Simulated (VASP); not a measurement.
# I (I4/mmm) in VASP: a series of runs

Runs on I. Level: PBE+D3(BJ). Tasks: single point.

Program: VASP 6.6.1. These are calculated values, not measurements. Logs are shortened: lines on timing, memory, paths and dates and some standing lists are left out, and cuts for length are marked.

## 1. The cell of the first run

The structure is tetragonal, space group I4/mmm (No. 139). The conventional cell has a = 4.691 Å, b = 4.691 Å, c = 3.316 Å, α = 90.00°, β = 90.00°, γ = 90.00°. Within 4.4 Å of I (site symmetry 4/mmm) lie 10 I at 3.32 to 3.71 Å.

## 2. Single point, PBE+D3(BJ)

Contents of INCAR:

```
ALGO = Normal
EDIFF = 1E-7
ENCUT = 520
GGA = PE
ISIF = 2
ISMEAR = 0
IVDW = 12
LASPH = T
LCHARG = F
LREAL = F
LWAVE = F
NBANDS = 10
NELM = 100
PREC = Accurate
SIGMA = 0.15
```

Contents of KPOINTS:

```
k-points
0
Gamma
  18 18 18
```

Contents of POSCAR:

```
I
1.0
   -2.3453627034      2.3453627034      1.6581714313
    2.3453627034     -2.3453627034      1.6581714313
    2.3453627034      2.3453627034     -1.6581714313
I
1
Direct
    0.0000000000      0.0000000000      0.0000000000
```

Potentials or basis: VASP PAW PBE potentials, release 64 (I).

Started as:

```
$ cat potpaw_PBE.64/I/POTCAR > POTCAR
$ mpirun -np 1 vasp_std > vasp.out
```

OUTCAR:

```text
EDIFF = 1E-7
   ENCUT = 520
   GGA = PE
   ISIF = 2
   ISMEAR = 0
   IVDW = 12
   LASPH = T
   LREAL = F
   NELM = 100
   PREC = Accurate
 IVDW          = 12

 ion  position               nearest neighbor table
   1  0.000  0.000  0.000-

  LATTYP: Found a body centered tetragonal cell.
 ALAT       =     4.6907254068
 C/A-ratio  =     0.7070000000

  Lattice vectors:

 A1 = (  -2.3453627034,   2.3453627034,   1.6581714313)
 A2 = (   2.3453627034,  -2.3453627034,   1.6581714313)
 A3 = (   2.3453627034,   2.3453627034,  -1.6581714313)

Analysis of symmetry for initial positions (statically):
=====================================================================
 Subroutine PRICEL returns:
 Original cell was already a primitive cell.

 Routine SETGRP: Setting up the symmetry group for a
 body centered tetragonal supercell.

 Subroutine GETGRP returns: Found 16 space group operations
 (whereof 16 operations were pure point group operations)
 out of a pool of 16 trial point group operations.

The static configuration has the point symmetry D_4h.

Analysis of symmetry for dynamics (positions and initial velocities):
=====================================================================
 Subroutine PRICEL returns:
 Original cell was already a primitive cell.

 Routine SETGRP: Setting up the symmetry group for a
 body centered tetragonal supercell.

 Subroutine GETGRP returns: Found 16 space group operations
 (whereof 16 operations were pure point group operations)
 out of a pool of 16 trial point group operations.

The dynamic configuration has the point symmetry D_4h.

 Subroutine INISYM returns: Found 16 space group operations
 (whereof 16 operations are pure point group operations),
 and found     1 'primitive' translations

----------------------------------------------------------------------------------------

                                     Primitive cell

  volume of cell :      36.4846

  direct lattice vectors                    reciprocal lattice vectors
    -2.345362703  2.345362703  1.658171431     0.000000000  0.213186642  0.301536977
     2.345362703 -2.345362703  1.658171431     0.213186642  0.000000000  0.301536977
     2.345362703  2.345362703 -1.658171431     0.213186642  0.213186642  0.000000000

  length of vectors
     3.708232047  3.708232047  3.708232047     0.369287277  0.369287277  0.301491441

  position of ions in fractional coordinates (direct lattice)
     0.000000000  0.000000000  0.000000000

  ion indices of the primitive-cell ions
   primitive index   ion index
                 1           1

----------------------------------------------------------------------------------------

 KPOINTS: k-points

Automatic generation of k-mesh.
 Grid dimensions read from file:
 generate k-points for:   18   18   18

 Generating k-lattice:

  Cartesian coordinates                     Fractional coordinates (reciprocal lattice)
     0.000000000  0.011843702  0.016752054     0.055555556  0.000000000 -0.000000000
     0.011843702  0.000000000  0.016752054     0.000000000  0.055555556 -0.000000000
     0.011843702  0.011843702  0.000000000     0.000000000  0.000000000  0.055555556

  Length of vectors
     0.020515960  0.020515960  0.016749525

  Shift w.r.t. Gamma in fractional coordinates (k-lattice)
     0.000000000  0.000000000  0.000000000

 Subroutine IBZKPT returns following result:
 ===========================================

 Found    480 irreducible k-points:

 Following reciprocal coordinates:
            Coordinates               Weight
  0.000000  0.000000  0.000000      1.000000
  0.055556  0.000000 -0.000000      8.000000
  0.111111  0.000000 -0.000000      8.000000
  0.166667  0.000000 -0.000000      8.000000
  0.222222  0.000000 -0.000000      8.000000
  0.277778  0.000000 -0.000000      8.000000
[... 16 lines left out ...]
 -0.277778  0.055556  0.000000     16.000000
 -0.222222  0.055556  0.000000     16.000000
 [... further k-points ...]
   k-points           NKPTS =    480   k-points in BZ     NKDIM =    480   number of bands    NBANDS=     10
   number of dos      NEDOS =    301   number of ions     NIONS =      1
   total plane-waves  NPLWV =  21952
   dimension x,y,z NGX =    28 NGY =   28 NGZ =   28
   dimension x,y,z NGXF=    56 NGYF=   56 NGZF=   56
   ions per type =               1
   NGX,Y,Z   is equivalent  to a cutoff of  12.55, 12.55, 12.55 a.u.
   NGXF,Y,Z  is equivalent  to a cutoff of  25.11, 25.11, 25.11 a.u.
 SYSTEM =  unknown system
   PREC   = accura    normal or accurate (medium, high low for compatibility)
   ISTART =      0    job   : 0-new  1-cont  2-samecut
   ICHARG =      2    charge: 1-file 2-atom 10-const
   ISPIN  =      1    spin polarized calculation?
   LNONCOLLINEAR =      F non collinear calculations
   LSORBIT =      F    spin-orbit coupling
   LASPH  =      T    aspherical Exc in radial PAW
   ENCUT  =  520.0 eV  38.22 Ry    6.18 a.u.   6.89  6.89  6.89*2*pi/ulx,y,z
   NELM   =    100;   NELMIN=  2; NELMDL= -5     # of ELM steps
   EDIFF  = 0.1E-06   stopping-criterion for ELM
   LREAL  =      F    real-space projection
   EDIFFG = 0.1E-05   stopping-criterion for IOM
   NSW    =      0    number of steps for IOM
   IBRION =     -1    ionic relax: 0-MD 1-quasi-New 2-CG
   NFREE  =      0    steps in history (QN), initial steepest desc. (CG)
   ISIF   =      2    stress and relaxation
   ISYM   =      2    0-nonsym 1-usesym 2-fastsym
   POTIM  = 0.5000    time-step for ionic-motion
   TEBEG  =    0.0;   TEEND  =   0.0 temperature during run
   PSTRESS=    0.0 pullay stress
   NELECT =       7.0000    total number of electrons
   NUPDOWN=      -1.0000    fix difference up-down
   EMIN   =  10.00;   EMAX   =-10.00  energy-range for DOS
   EFERMI =   0.00;   METHOD = LEGACY
   ISMEAR =     0;   SIGMA  =   0.15  broadening in eV -4-tet -1-fermi 0-gaus
   EFERMI_NEDOS =   21; number of points for ismear=-14 and -15
   IALGO  =     38    algorithm
   IMIX   =      4    mixing-type and parameters
     AMIX     =   0.40;   BMIX     =  1.00
     AMIX_MAG =   1.60;   BMIX_MAG =  1.00
  volume/ion in A,a.u.               =      36.48       246.21
  Fermi-wavevector in a.u.,A,eV,Ry     =   0.944215  1.784308 12.130172  0.891543
  Thomas-Fermi vector in A             =   2.071998
   LORBIT       =      0    0 simple, 1 ext, 2 COOP (PROOUT), +10 PAW based schemes
   GGA     = PE    functional components
   LHFCALC =     F    Hartree Fock is set to
   AEXX    =    0.0000 exact exchange contribution
   IVDW    =    12    specifies the selected vdW correction
   LEPSILON=     F    determine dielectric tensor
   LRPA    =     F    only Hartree local field effects (RPA)
 non-spin polarized calculation
 Gauss-broadening in eV      SIGMA  =   0.15
  energy-cutoff  :      520.00
  volume of cell :       36.48
 maximum number of plane-waves:      1014
   NGX = 13   NGY = 13   NGZ = 13

 number of electron       7.0000000 magnetization

 Free energy of the ion-electron system (eV)
  ---------------------------------------------------
  ext. energy  EPLUGINS =         0.00000000
  ---------------------------------------------------
  free energy    TOTEN  =        -1.12993100 eV

  energy without entropy =       -1.11612042  energy(sigma->0) =       -1.12302571

 E-fermi :   4.0806     XC(G=0):  -8.8634

 val. band max:        4.0763336861   @ k =  -0.3333   0.1111  -0.0000
 cond. band min:       4.0822084491   @ k =  -0.2778   0.0556   0.0000
 fundamental gap:      0.0058747630
 Fermi energy:         4.0805857606

 k-point     1 :       0.0000    0.0000    0.0000
  band No.  band energies     occupation
      1      -9.3529      2.00000
      2       4.2526      0.10480
      3       4.2526      0.10480
      4       6.0872      0.00000
      5      10.3637      0.00000
      6      11.4470      0.00000
      7      14.2807      0.00000
      8      16.7177      0.00000
      9      16.7177      0.00000
     10      17.3946      0.00000

 k-point     2 :       0.0556    0.0000   -0.0000
  band No.  band energies     occupation
      1      -9.3097      2.00000
      2       4.1902      0.30125
      3       4.2106      0.22032
      4       5.8231      0.00000
      5      10.5246      0.00000
      6      11.5504      0.00000
      7      14.5208      0.00000
      8      15.8454      0.00000
      9      15.8590      0.00000
     10      18.3006      0.00000

 k-point     3 :       0.1111    0.0000   -0.0000
  band No.  band energies     occupation
      1      -9.1819      2.00000
      2       3.9880      1.61709
      3       4.0957      0.88665
      4       5.1867      0.00000
      5      10.9056      0.00000
      6      11.8123      0.00000
      7      14.6563      0.00000
      8      14.9417      0.00000
      9      15.4154      0.00000
     10      17.9872      0.00000

 k-point     4 :       0.1667    0.0000   -0.0000
  band No.  band energies     occupation
      1      -8.9749      2.00000
      2       3.5380      2.00000
      3       3.9352      1.82955
      4       4.5320      0.00002
      5      11.2627      0.00000
      6      12.0366      0.00000
      7      14.0377      0.00000
      8      14.4029      0.00000
      9      16.3638      0.00000
     10      17.3482      0.00000

 k-point     5 :       0.2222    0.0000   -0.0000
  band No.  band energies     occupation
      1      -8.6992      2.00000
      2       2.7394      2.00000
      3       3.7592      1.99755
      4       4.1439      0.55038
      5      11.2317      0.00000
      6      11.9002      0.00000
      7      13.9973      0.00000
      8      14.5529      0.00000
      9      16.8255      0.00000
     10      17.5976      0.00000

 k-point     6 :       0.2778    0.0000   -0.0000
  band No.  band energies     occupation
      1      -8.3728      2.00000
      2       1.8116      2.00000
      3       3.5924      2.00000
      4       3.9239      1.86032
      5      10.7968      0.00000
      6      11.4781      0.00000
      7      14.5583      0.00000
      8      15.2963      0.00000
      9      16.5154      0.00000
     10      18.3490      0.00000
[... 183 lines left out ...]
 k-point    21 :      -0.3889    0.0556    0.0000
  band No.  band energies     occupation
      1      -7.9267      2.00000
      2       0.7617      2.00000
      3       3.1630      2.00000
      4       3.7192      1.99934
      5      10.2922      0.00000
      6      11.1470      0.00000
      7      15.6101      0.00000
      8      16.3698      0.00000
      9      17.1847      0.00000
     10      18.2564      0.00000

 k-point    22 :      -0.3333    0.0556    0.0000
  band No.  band energies     occupation
      1      -8.2705      2.00000
      2       1.5773      2.00000
      3       3.2797      2.00000
      4       3.8661      1.95685
      5      10.7961      0.00000
      6      11.5878      0.00000
      7      14.8712      0.00000
      8      16.3661      0.00000
      9      16.7249      0.00000
     10      18.0004      0.00000

 k-point    23 :      -0.2778    0.0556    0.0000
  band No.  band energies     occupation
      1      -8.6030      2.00000
      2       2.4069      2.00000
      3       3.5079      2.00000
      4       4.0822      0.98779
      5      11.2972      0.00000
      6      12.0374      0.00000
      7      14.1667      0.00000
      8      15.5695      0.00000
      9      17.0912      0.00000
     10      17.4179      0.00000

 k-point    24 :      -0.2222    0.0556    0.0000
  band No.  band energies     occupation
      1      -8.8917      2.00000
      2       3.0492      2.00000
      3       3.8408      1.97625
      4       4.4774      0.00018
      5      11.4955      0.00000
      6      12.2921      0.00000
      7      14.0004      0.00000
      8      15.1136      0.00000
      9      16.2030      0.00000
     10      17.6073      0.00000

 [... further k-points ...]

------------------------ aborting loop because EDIFF is reached ----------------------------------------

 Edisp (eV)   -0.35954

 E8    (eV) :    -0.1609

  FORCE on cell =-STRESS in cart. coord.  units (eV):
  Direction    XX          YY          ZZ          XY          YZ          ZX
  --------------------------------------------------------------------------------------
  -------------------------------------------------------------------------------------
  Total       0.09350     0.09350    -1.05843     0.00000     0.00000    -0.00000
  in kB       4.10576     4.10576   -46.47948     0.00000     0.00000    -0.00000
  external pressure =      -12.76 kB  Pullay stress =        0.00 kB

 VOLUME and BASIS-vectors are now :
 -----------------------------------------------------------------------------
  energy-cutoff  :      520.00
  volume of cell :       36.48
      direct lattice vectors                 reciprocal lattice vectors
    -2.345362703  2.345362703  1.658171431     0.000000000  0.213186642  0.301536977
     2.345362703 -2.345362703  1.658171431     0.213186642  0.000000000  0.301536977
     2.345362703  2.345362703 -1.658171431     0.213186642  0.213186642  0.000000000

 POSITION                                       TOTAL-FORCE (eV/Angst)
 -----------------------------------------------------------------------------------
      0.00000      0.00000      0.00000         0.000000      0.000000      0.000000
 -----------------------------------------------------------------------------------
    total drift:                                0.000000      0.000000      0.000000

  FREE ENERGIE OF THE ION-ELECTRON SYSTEM (eV)
  ---------------------------------------------------
  free  energy   TOTEN  =        -1.4894718730 eV

  energy  without entropy=       -1.4756612911  energy(sigma->0) =       -1.48256658
```

Run time: 2.4 min. Hardware: 1 thread of Intel Xeon 8259CL, shared host; peak memory 0.3 GiB.

What came out:

| Item | Value |
| --- | --- |
| Free energy | -1.4895 eV |
| Pressure | -1.3 GPa |
| Band gap on the k mesh | zero (an odd number of electrons rules out a gap without spin polarisation) |
| Dispersion energy per atom | -0.360 eV |

Stress tensor (GPa, compression positive):
```
 0.41  0.00  0.00
 0.00  0.41  0.00
 0.00  0.00 -4.65
```

Caveat: spin-orbit coupling is left out, which moves the levels of the heavy elements; an odd number of electrons without spin polarisation forces a metal; a magnetic or distorted state may lie lower.

## 3. Single point, PBE+D3(BJ)

Contents of INCAR:

```
SYSTEM = I
PREC = Accurate ; ENCUT = 520
EDIFF = 1E-6 ; ISMEAR = 0
SIGMA = 0.15 ; LREAL = .False.
LASPH = .True. ; NELM = 60
ALGO = Normal ; ISIF = 2
LWAVE = .False. ; LCHARG = .True.
GGA = PE ; IVDW = 12
LELF = .True. ; LVHAR = .True.
NBANDS = 10
```

Contents of KPOINTS:

```
regular mesh
0
Gamma
  18 18 18
  0 0 0
```

Contents of POSCAR:

```
I
1.0
   -2.2056851062      2.2056851062      1.8748323402
    2.2056851062     -2.2056851062      1.8748323402
    2.2056851062      2.2056851062     -1.8748323402
I
1
Direct
    0.0000000000      0.0000000000      0.0000000000
```

Potentials or basis: VASP PAW PBE potentials, release 64 (I).

Started as:

```
$ cat potpaw_PBE.64/I/POTCAR > POTCAR
$ mpirun -np 1 vasp_std > vasp.out
```

OUTCAR:

```text
SYSTEM = I
   PREC = Accurate
   ENCUT = 520
   EDIFF = 1E-6
   ISMEAR = 0
   LREAL = .False.
   LASPH = .True.
   NELM = 60
   ISIF = 2
   GGA = PE
   IVDW = 12
 IVDW          = 12

 ion  position               nearest neighbor table
   1  0.000  0.000  0.000-

  LATTYP: Found a body centered tetragonal cell.
 ALAT       =     4.4113702124
 C/A-ratio  =     0.8500000000

  Lattice vectors:

[... 491 lines left out ...]
      8      15.1042      0.00000
      9      15.8050      0.00000
     10      16.7479      0.00000

 [... further k-points ...]

------------------------ aborting loop because EDIFF is reached ----------------------------------------

 Edisp (eV)   -0.36340

 E8    (eV) :    -0.1636

  FORCE on cell =-STRESS in cart. coord.  units (eV):
  Direction    XX          YY          ZZ          XY          YZ          ZX
  --------------------------------------------------------------------------------------
  -------------------------------------------------------------------------------------
  Total      -0.47109    -0.47109    -0.41758     0.00000     0.00000     0.00000
  in kB     -20.68718   -20.68718   -18.33747     0.00000     0.00000     0.00000
  external pressure =      -19.90 kB  Pullay stress =        0.00 kB

 VOLUME and BASIS-vectors are now :
 -----------------------------------------------------------------------------
  energy-cutoff  :      520.00
  volume of cell :       36.48
      direct lattice vectors                 reciprocal lattice vectors
    -2.205685106  2.205685106  1.874832340     0.000000000  0.226686937  0.266690514
     2.205685106 -2.205685106  1.874832340     0.226686937  0.000000000  0.266690514
     2.205685106  2.205685106 -1.874832340     0.226686937  0.226686937  0.000000000

 POSITION                                       TOTAL-FORCE (eV/Angst)
 -----------------------------------------------------------------------------------
      0.00000      0.00000      0.00000         0.000000      0.000000     -0.000000
 -----------------------------------------------------------------------------------
    total drift:                                0.000000      0.000000      0.000000

  FREE ENERGIE OF THE ION-ELECTRON SYSTEM (eV)
  ---------------------------------------------------
  free  energy   TOTEN  =        -1.4216030168 eV

  energy  without entropy=       -1.4015549561  energy(sigma->0) =       -1.41157899
```

OSZICAR:

```text
N       E                     dE             d eps       ncg     rms          rms(c)
DAV:   1     0.194885224045E+02    0.19489E+02   -0.24594E+03  9608   0.496E+02
DAV:   2    -0.277975934505E+00   -0.19766E+02   -0.19296E+02 12420   0.817E+01
DAV:   3    -0.105157275582E+01   -0.77360E+00   -0.75386E+00 12264   0.163E+01
DAV:   4    -0.105785145755E+01   -0.62787E-02   -0.62754E-02 11838   0.179E+00
DAV:   5    -0.105793098522E+01   -0.79528E-04   -0.79526E-04 11906   0.186E-01    0.335E+00
DAV:   6    -0.105772078833E+01    0.21020E-03   -0.17617E-03 11230   0.207E-01    0.204E+00
DAV:   7    -0.105820657463E+01   -0.48579E-03   -0.33001E-03 10690   0.293E-01    0.113E-01
DAV:   8    -0.105820134405E+01    0.52306E-05   -0.16509E-04 10960   0.625E-02    0.164E-02
DAV:   9    -0.105820178706E+01   -0.44302E-06   -0.33560E-06 12420   0.127E-02
   1 F= -.14216030E+01 E0= -.14115790E+01  d E =-.200481E-01
```

stdout:

```text
POSCAR found type information on POSCAR I
 POSCAR found :  1 types and       1 ions
 scaLAPACK will be used
 LDA part: xc-table for (Slater+PW92), standard interpolation
 POSCAR, INCAR and KPOINTS ok, starting setup
 FFT: planning ... GRIDC
 FFT: planning ... GRID_SOFT
 FFT: planning ... GRID
 WAVECAR not read
 entering main loop
```

Wall time 1.9 min (1 thread of Intel Xeon 8259CL, shared host); peak memory 0.29 GiB.

What came out:

```yaml
Free_energy: -1.4216 eV
Pressure: -2.0 GPa
Band_gap_on_the_k_mesh: zero (an odd number of electrons rules out a gap without spin polarisation)
Dispersion_energy_per_atom: -0.363 eV
```

Caveat: spin-orbit coupling is left out, which moves the levels of the heavy elements; an odd number of electrons without spin polarisation forces a metal; a magnetic or distorted state may lie lower.

(Continued in part 2 of 2.)
